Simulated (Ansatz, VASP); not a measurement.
**Two plane-wave programs on MnHg**

```
Mn Hg
1.0
     3.33695    0.00000    0.00000
     0.00000    3.33695    0.00000
     0.00000    0.00000    3.33695
Mn Hg
1 1
Direct
  0.50000 0.50000 0.50000
  0.00000 0.00000 0.00000
```

Change from the starting cell: volume scaled by 1.02, PAW files.

Alike in both runs: task electric field gradients; functional PBE; k mesh 11 × 11 × 11; occupations fermi-dirac, width 0.08 eV; collinear spin.

```csv
,VASP,Ansatz
version,VASP 6.6.1,Ansatz 0.2.0
potentials or method,"VASP PAW PBE potentials, release 64 (Mn_pv, Hg)","PAW with Ansatz's default frozen-core files, scalar-relativistic"
plane-wave cutoff (eV),520,420
valence electrons in the cell,25,35
```

VASP gave:

```
pressure (GPa)                                                : -0.5
net moment per atom (μB)                                      : 1.98
size of the moment on the site where the two differ most (μB) : 3.87
```

Question: What did Ansatz give for the same quantities?

Answer: Pressure (GPa): -0.9; net moment per atom (μB): 1.98; size of the moment on the site where the two differ most (μB): 3.93.

Site moments also hang on the region over which each program counts them. With one functional, cell and mesh, what is left measures potentials, basis and numerics. VASP's potentials hold 25 valence electrons a cell and Ansatz's 35, so a difference there can come from the potentials and not from the codes.

Spin-orbit coupling is off throughout.
